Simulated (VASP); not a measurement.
# CuGe4 in VASP: single point with PBE+D3(BJ)

Aim: the single point of CuGe4 with PBE+D3(BJ).

All numbers are computed with VASP 6.6.1; they aren't measurements. Logs are shortened: lines on timing, memory, paths and dates and some standing lists are left out, and cuts for length are marked.

## (1) The cell of the first run

The cell holds a slab with vacuum, 5 atoms: a = 4.030 Å, b = 4.030 Å, c = 21.598 Å, α = 90.00°, β = 90.00°, γ = 120.00°.

## (2) Single point, PBE+D3(BJ)

INCAR

```
PREC     = Accurate       # precision mode
ENCUT    = 520            # plane-wave cutoff, eV
EDIFF    = 1E-7           # SCF threshold, eV
ISMEAR   = 0              # smearing method
SIGMA    = 0.1            # smearing width, eV
LREAL    = F              # projectors in reciprocal space
LASPH    = T              # aspherical terms in the spheres
NELM     = 60             # most SCF steps
ALGO     = Normal         # electronic algorithm
ISIF     = 2              # what is computed and relaxed
LWAVE    = F              # write WAVECAR
LCHARG   = F              # write CHGCAR
LDIPOL   = T            
IDIPOL   = 3            
DIPOL    = 0.5 0.5 0.326
GGA      = PE             # functional
IVDW     = 12             # dispersion correction
NBANDS   = 42             # bands
```

KPOINTS

```
regular mesh
0
Gamma
  9 9 1
```

POSCAR

```
CuGe4
1.0
    4.0303587907      0.0000000000      0.0000000000
   -2.0151793953      3.4903930991      0.0000000000
    0.0000000000      0.0000000000     21.5984135941
Ge Cu
4 1
Direct
    0.3333333333      0.6666666667      0.1851987871
    0.0000000000      0.0000000000      0.2232892486
    0.0000000000      0.0000000000      0.3443139717
    0.6666666667      0.3333333333      0.3795840634
    0.8888888889      0.7777777778      0.4953333053
```

Potentials or basis: VASP PAW PBE potentials, release 64 (Ge_d, Cu).

Run with:

```bash
cat potpaw_PBE.64/Ge_d/POTCAR potpaw_PBE.64/Cu/POTCAR > POTCAR
mpirun -np 1 vasp_std > vasp.out
```

OUTCAR:

```text
PREC = Accurate
   ENCUT = 520
   EDIFF = 1E-7
   ISMEAR = 0
   LREAL = F
   LASPH = T
   NELM = 60
   ISIF = 2
   GGA = PE
   IVDW = 12
 IVDW          = 12

 ion  position               nearest neighbor table
   1  0.333  0.667  0.185-   2 2.47   2 2.47   2 2.47
   2  0.000  0.000  0.223-   1 2.47   1 2.47   1 2.47   3 2.61
   3  0.000  0.000  0.344-   4 2.45   4 2.45   4 2.45   2 2.61
   4  0.667  0.333  0.380-   3 2.45   3 2.45   3 2.45
   5  0.889  0.778  0.495-

  LATTYP: Found a hexagonal cell.
 ALAT       =     4.0303587907
 C/A-ratio  =     5.3589307344

  Lattice vectors:

 A1 = (   4.0303587907,   0.0000000000,   0.0000000000)
 A2 = (  -2.0151793953,   3.4903930991,   0.0000000000)
 A3 = (   0.0000000000,   0.0000000000,  21.5984135941)

Analysis of symmetry for initial positions (statically):
=====================================================================
 Subroutine PRICEL returns:
 Original cell was already a primitive cell.

 Routine SETGRP: Setting up the symmetry group for a
 hexagonal supercell.

 Subroutine GETGRP returns: Found  2 space group operations
 (whereof  2 operations were pure point group operations)
 out of a pool of 24 trial point group operations.

The static configuration has the point symmetry C_1h.

Analysis of symmetry for dynamics (positions and initial velocities):
=====================================================================
 Subroutine PRICEL returns:
 Original cell was already a primitive cell.

 Routine SETGRP: Setting up the symmetry group for a
 hexagonal supercell.

 Subroutine GETGRP returns: Found  2 space group operations
 (whereof  2 operations were pure point group operations)
 out of a pool of 24 trial point group operations.

The dynamic configuration has the point symmetry C_1h.

 Subroutine INISYM returns: Found  2 space group operations
 (whereof  2 operations are pure point group operations),
 and found     1 'primitive' translations

----------------------------------------------------------------------------------------

                                     Primitive cell

  volume of cell :     303.8365

  direct lattice vectors                    reciprocal lattice vectors
     4.030358791  0.000000000  0.000000000     0.248116868  0.143250341  0.000000000
    -2.015179395  3.490393099  0.000000000     0.000000000  0.286500681  0.000000000
     0.000000000  0.000000000 21.598413594     0.000000000  0.000000000  0.046299697

  length of vectors
     4.030358791  4.030358791 21.598413594     0.286500681  0.286500681  0.046299697

  position of ions in fractional coordinates (direct lattice)
     0.333333333  0.666666667  0.185198787
     0.000000000  0.000000000  0.223289249
     0.000000000  0.000000000  0.344313972
     0.666666667  0.333333333  0.379584063
     0.888888889  0.777777778  0.495333305

  ion indices of the primitive-cell ions
   primitive index   ion index
                 1           1
                 2           2
                 3           3
                 4           4
                 5           5

----------------------------------------------------------------------------------------

 KPOINTS: regular mesh

Automatic generation of k-mesh.
 Grid dimensions read from file:
 generate k-points for:    9    9    1

 Generating k-lattice:

  Cartesian coordinates                     Fractional coordinates (reciprocal lattice)
     0.027568541  0.015916705  0.000000000     0.111111111 -0.000000000  0.000000000
     0.000000000  0.031833409  0.000000000     0.000000000  0.111111111  0.000000000
     0.000000000  0.000000000  0.046299697     0.000000000  0.000000000  1.000000000

  Length of vectors
     0.031833409  0.031833409  0.046299697

  Shift w.r.t. Gamma in fractional coordinates (k-lattice)
     0.000000000  0.000000000  0.000000000

 Subroutine IBZKPT returns following result:
 ===========================================

 Found     25 irreducible k-points:

 Following reciprocal coordinates:
            Coordinates               Weight
  0.000000  0.000000  0.000000      1.000000
  0.111111  0.000000  0.000000      4.000000
  0.000000  0.111111  0.000000      2.000000
  0.222222  0.000000  0.000000      4.000000
  0.000000  0.222222  0.000000      2.000000
  0.333333  0.000000  0.000000      4.000000
[... 16 lines left out ...]
 -0.222222 -0.444444  0.000000      4.000000
  0.444444  0.333333  0.000000      4.000000
   k-points           NKPTS =     25   k-points in BZ     NKDIM =     25   number of bands    NBANDS=     42
   number of dos      NEDOS =    301   number of ions     NIONS =      5
   total plane-waves  NPLWV = 145800
   dimension x,y,z NGX =    30 NGY =   30 NGZ =  162
   dimension x,y,z NGXF=    60 NGYF=   60 NGZF=  324
   ions per type =               4   1
   NGX,Y,Z   is equivalent  to a cutoff of  12.37, 12.37, 12.47 a.u.
   NGXF,Y,Z  is equivalent  to a cutoff of  24.75, 24.75, 24.94 a.u.
 SYSTEM =  unknown system
   PREC   = accura    normal or accurate (medium, high low for compatibility)
   ISTART =      0    job   : 0-new  1-cont  2-samecut
   ICHARG =      2    charge: 1-file 2-atom 10-const
   ISPIN  =      1    spin polarized calculation?
   LNONCOLLINEAR =      F non collinear calculations
   LSORBIT =      F    spin-orbit coupling
   LASPH  =      T    aspherical Exc in radial PAW
   ENCUT  =  520.0 eV  38.22 Ry    6.18 a.u.   7.49  7.49 40.16*2*pi/ulx,y,z
   NELM   =     60;   NELMIN=  2; NELMDL= -5     # of ELM steps
   EDIFF  = 0.1E-06   stopping-criterion for ELM
   LREAL  =      F    real-space projection
   EDIFFG = 0.1E-05   stopping-criterion for IOM
   NSW    =      0    number of steps for IOM
   IBRION =     -1    ionic relax: 0-MD 1-quasi-New 2-CG
   NFREE  =      0    steps in history (QN), initial steepest desc. (CG)
   ISIF   =      2    stress and relaxation
   ISYM   =      2    0-nonsym 1-usesym 2-fastsym
   POTIM  = 0.5000    time-step for ionic-motion
   TEBEG  =    0.0;   TEEND  =   0.0 temperature during run
   PSTRESS=    0.0 pullay stress
   NELECT =      67.0000    total number of electrons
   NUPDOWN=      -1.0000    fix difference up-down
   EMIN   =  10.00;   EMAX   =-10.00  energy-range for DOS
   EFERMI =   0.00;   METHOD = LEGACY
   ISMEAR =     0;   SIGMA  =   0.10  broadening in eV -4-tet -1-fermi 0-gaus
   EFERMI_NEDOS =   21; number of points for ismear=-14 and -15
   IALGO  =     38    algorithm
   IMIX   =      4    mixing-type and parameters
     AMIX     =   0.40;   BMIX     =  1.00
     AMIX_MAG =   1.60;   BMIX_MAG =  1.00
  volume/ion in A,a.u.               =      60.77       410.08
  Fermi-wavevector in a.u.,A,eV,Ry     =   0.989054  1.869040 13.309585  0.978227
  Thomas-Fermi vector in A             =   2.120625
   LORBIT       =      0    0 simple, 1 ext, 2 COOP (PROOUT), +10 PAW based schemes
   GGA     = PE    functional components
   LHFCALC =     F    Hartree Fock is set to
   AEXX    =    0.0000 exact exchange contribution
   IVDW    =    12    specifies the selected vdW correction
   LEPSILON=     F    determine dielectric tensor
   LRPA    =     F    only Hartree local field effects (RPA)
 non-spin polarized calculation
 Gauss-broadening in eV      SIGMA  =   0.10
  energy-cutoff  :      520.00
  volume of cell :      303.84
 maximum number of plane-waves:      8229
 NGX is ok and might be reduce to    30
   NGX = 15   NGY = 15   NGZ = 81

 dipolmoment           0.000000      0.000000      0.114142 electrons x Angstroem

 number of electron      66.9999998 magnetization

 dipolmoment           0.000000      0.000000     -0.020304 electrons x Angstroem

 Free energy of the ion-electron system (eV)
  ---------------------------------------------------
  ext. energy  EPLUGINS =         0.00000000
  ---------------------------------------------------
  free energy    TOTEN  =       -18.23955347 eV

  energy without entropy =      -18.21683136  energy(sigma->0) =      -18.22819242

 E-fermi :  -1.2858     XC(G=0):  -4.5191

 val. band max:       -1.2987626322   @ k =   0.4444   0.3333   0.0000
 cond. band min:      -1.2693247618   @ k =   0.0000   0.0000   0.0000
 fundamental gap:      0.0294378705
 Fermi energy:        -1.2858308488

 k-point     1 :       0.0000    0.0000    0.0000
  band No.  band energies     occupation
      1     -25.8133      2.00000
      2     -25.8089      2.00000
      3     -25.7690      2.00000
      4     -25.7568      2.00000
      5     -25.7477      2.00000
      6     -25.6541      2.00000
[... 34 lines left out ...]
     41       2.8257      0.00000
     42       2.8365      0.00000

 k-point     2 :       0.1111    0.0000    0.0000
  band No.  band energies     occupation
      1     -25.8169      2.00000
      2     -25.8128      2.00000
      3     -25.7734      2.00000
      4     -25.7476      2.00000
      5     -25.7416      2.00000
      6     -25.6511      2.00000
[... 34 lines left out ...]
     41       2.8411      0.00000
     42       3.3755      0.00000

 k-point     3 :       0.0000    0.1111    0.0000
  band No.  band energies     occupation
      1     -25.8171      2.00000
      2     -25.8122      2.00000
      3     -25.7719      2.00000
      4     -25.7510      2.00000
      5     -25.7398      2.00000
      6     -25.6516      2.00000
[... 34 lines left out ...]
     41       2.8319      0.00000
     42       3.3757      0.00000

 k-point     4 :       0.2222    0.0000    0.0000
  band No.  band energies     occupation
      1     -25.8224      2.00000
      2     -25.8189      2.00000
      3     -25.7793      2.00000
      4     -25.7354      2.00000
      5     -25.7298      2.00000
      6     -25.6423      2.00000
[... 844 lines left out ...]
     41       3.6290      0.00000
     42       4.4976      0.00000

 k-point    23 :      -0.2222   -0.4444    0.0000
  band No.  band energies     occupation
      1     -25.8397      2.00000
      2     -25.8147      2.00000
      3     -25.7918      2.00000
      4     -25.7214      2.00000
      5     -25.6966      2.00000
      6     -25.6436      2.00000
[... 34 lines left out ...]
     41       3.7840      0.00000
     42       4.4701      0.00000

 k-point    24 :       0.4444    0.3333    0.0000
  band No.  band energies     occupation
      1     -25.8413      2.00000
      2     -25.8157      2.00000
      3     -25.7909      2.00000
      4     -25.7169      2.00000
      5     -25.6989      2.00000
      6     -25.6445      2.00000
[... 34 lines left out ...]
     41       3.6345      0.00000
     42       4.4161      0.00000

 [... further k-points ...]

------------------------ aborting loop because EDIFF is reached ----------------------------------------

 vacuum level on the upper side and lower side of the slab       (xc-potential included)        -0.216         0.118

 Edisp (eV)   -1.16528

 E8    (eV) :    -0.5374

  FORCE on cell =-STRESS in cart. coord.  units (eV):
  Direction    XX          YY          ZZ          XY          YZ          ZX
  --------------------------------------------------------------------------------------
  -------------------------------------------------------------------------------------
  Total      -0.99201    -1.50379    -2.13518    -0.00000    -0.66072    -0.00000
  in kB      -5.23101    -7.92972   -11.25916    -0.00000    -3.48407    -0.00000
  external pressure =       -8.14 kB  Pullay stress =        0.00 kB

 VOLUME and BASIS-vectors are now :
 -----------------------------------------------------------------------------
  energy-cutoff  :      520.00
  volume of cell :      303.84
      direct lattice vectors                 reciprocal lattice vectors
     4.030358791  0.000000000  0.000000000     0.248116868  0.143250341  0.000000000
    -2.015179395  3.490393099  0.000000000     0.000000000  0.286500681  0.000000000
     0.000000000  0.000000000 21.598413594     0.000000000  0.000000000  0.046299697

 POSITION                                       TOTAL-FORCE (eV/Angst)
 -----------------------------------------------------------------------------------
     -0.00000      2.32693      4.00000        -0.000000     -0.068763      0.180995
      0.00000      0.00000      4.82269         0.000000      0.081574     -0.031459
      0.00000      0.00000      7.43664         0.000000      0.011654     -0.288292
      2.01518      1.16346      8.19841         0.000000      0.241453      0.803199
      2.01518      2.71475     10.69841        -0.000000     -0.265918     -0.664443
 -----------------------------------------------------------------------------------
    total drift:                                0.000005      0.000021      0.001277

  FREE ENERGIE OF THE ION-ELECTRON SYSTEM (eV)
  ---------------------------------------------------
  free  energy   TOTEN  =       -19.4048292190 eV

  energy  without entropy=      -19.3821071098  energy(sigma->0) =      -19.39346816

 vacuum level on the upper side and lower side of the slab         2.963         3.257
```

It took 23 min on 1 thread of AMD EPYC 7R13, shared host; peak memory 0.51 GiB.

Results:

| Property | Result |
| --- | --- |
| Free energy | -19.4048 eV |
| Largest force | 0.839 eV/Å |
| Band gap on the k mesh | zero (an odd number of electrons rules out a gap without spin polarisation) |
| Dispersion energy per atom | -0.233 eV |

Forces on the atoms (eV/Å):
```
Ge   0.000 -0.069  0.181
Ge   0.000  0.082 -0.031
Ge   0.000  0.012 -0.288
Ge   0.000  0.241  0.803
Cu   0.000 -0.266 -0.664
```

Levels at points of the mesh, in eV from the Fermi level:
```
           k point  band 30  band 31  band 32  band 33  band 34  band 35  band 36  band 37  band 38  band 39
(0.00, 0.00, 0.00)    -0.99    -0.60    -0.53     0.02     0.03     0.67     1.14     1.81     3.62     3.62
```

The gap in the log of VASP goes by the Fermi energy; the results here count the filled bands.